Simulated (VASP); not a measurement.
Crystal: BeTe.

```
Te Be
1.0
     0.00000    2.77000    2.77000
     2.77000    0.00000    2.77000
     2.77000    2.77000    0.00000
Te Be
1 1
Direct
  0.75000 0.75000 0.75000
  0.00000 0.00000 0.00000
```

| Property | Result |
| --- | --- |
| Program | VASP 6.6.1 |
| Task | relaxation of cell and atoms |
| Functional | r2SCAN |
| Dispersion | rVV10 |
| Potentials or basis | VASP PAW PBE potentials, release 64 (Te, Be) |
| Cutoff | 600 eV |
| k mesh | 8 × 8 × 8 |
| Occupations | fermi-dirac, width 0.05 eV |
| Spin | no spin polarisation |

At the start: pressure 3.9 GPa; volume 21.25 Å³/atom.

Problem. Where does the relaxation end?

Solution. Over 3 steps the energy falls by 14.6 meV/atom and the volume is 22.51 Å³/atom (+5.9 %); space group F-43m (No. 216, to 0.05 Å).

The path:
```csv
step,energy change (eV),largest force (eV/Å),pressure (GPa),volume (Å³)
1,0.0000,0.0000,3.91,42.51
2,-0.0269,0.0000,-0.99,45.78
3,-0.0293,0.0000,0.01,45.01
```

Final structure:
```xyz
2
Lattice="0.0000 2.8234 2.8234 2.8234 0.0000 2.8234 2.8234 2.8234 0.0000" Properties=species:S:1:pos:R:3 pbc="T T T"
Te    4.2351    4.2351    4.2351
Be    0.0000    0.0000    0.0000
```

Caveat: the PAW data sets were made with another functional, which shifts forces and pressure a little.
